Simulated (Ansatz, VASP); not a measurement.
**Cd: VASP beside Ansatz**

File POSCAR:

```
Cd
1.0
    2.9509006248      0.0000000000      0.0000000000
   -1.4754503124      2.5555549051      0.0000000000
    0.0000000000      0.0000000000      5.8838547497
Cd
2
Direct
    0.3333333333      0.6666666667      0.2500000000
    0.6666666667      0.3333333333      0.7500000000
```

The input INCAR.step1:

```
ALGO     = Normal         # electronic algorithm
EDIFF    = 1E-4           # SCF threshold, eV
ENCUT    = 520            # plane-wave cutoff, eV
GGA      = PE             # functional
ISMEAR   = 1              # smearing method
LASPH    = T              # aspherical terms in the spheres
LCHARG   = F              # write CHGCAR
LREAL    = F              # projectors in reciprocal space
LWAVE    = T              # write WAVECAR
NBANDS   = 19             # bands
NELM     = 100            # most SCF steps
PREC     = Accurate       # precision mode
SIGMA    = 0.6            # smearing width, eV
```

The input INCAR.step2:

```
ALGO     = Normal         # electronic algorithm
EDIFF    = 1E-6           # SCF threshold, eV
ENCUT    = 520            # plane-wave cutoff, eV
ISIF     = 2              # what is computed and relaxed
ISMEAR   = 1              # smearing method
ISTART   = 1            
LASPH    = T              # aspherical terms in the spheres
LCHARG   = F              # write CHGCAR
LMIXTAU  = T            
LREAL    = F              # projectors in reciprocal space
LWAVE    = F              # write WAVECAR
METAGGA  = R2SCAN         # meta-GGA
NBANDS   = 19             # bands
NELM     = 100            # most SCF steps
PREC     = Accurate       # precision mode
SIGMA    = 0.6            # smearing width, eV
```

The input KPOINTS:

```
k-points
0
Gamma
  12 12 6
```

Input for Ansatz:

```yaml
crystal:
  lattice:
    - [2.9509006248, 0.0, 0.0]
    - [-1.4754503124, 2.5555549051, 0.0]
    - [0.0, 0.0, 5.8838547497]
  atoms:
    - { symbol: Cd, position: [0.3333333333, 0.6666666667, 0.25] }
    - { symbol: Cd, position: [0.6666666667, 0.3333333333, 0.75] }
hamiltonian:
  xc: r2scan
  pseudopotentials:
    kind: paw
    azcp:
      Cd: "pseudopotentials/Cd.paw.azcp"
basis:
  ecutwfc: 500
  fft_grid_basis: typed
kpoints:
  mp_grid: { grid: [12, 12, 6], shift: [0, 0, 0] }
magnetization:
  spin_polarized: false
scf:
  occupations: { method: methfessel_paxton, width: 0.6 }
  lower_state_search: "off"
output:
  stress: true
```

Alike in both runs: task single point; functional r2SCAN; k mesh 12 × 12 × 6; occupations methfessel-paxton of order 1, width 0.6 eV; no spin polarisation.

|  | VASP | Ansatz |
| --- | --- | --- |
| version | VASP 6.6.1 | Ansatz 0.2.0 |
| potentials or method | VASP PAW PBE potentials, release 64 (Cd), cutoff 520 eV | plane waves (500 eV) with PAW, scalar-relativistic |
| valence electrons in the cell | 24 | 40 |

|  | VASP | Ansatz | Ansatz less VASP |
| --- | --- | --- | --- |
| pressure (GPa) | 0.2 | -0.1 | -0.36 |
| traceless stress, the component that is largest in VASP (GPa) | -0.11 | 0.07 | +0.176 |

VASP's potentials were made for PBE, not for r2SCAN. With one functional, cell and mesh, what is left measures potentials, basis and numerics. VASP's potentials hold 24 valence electrons a cell and Ansatz's 40, so a difference there can come from the potentials and not from the codes.
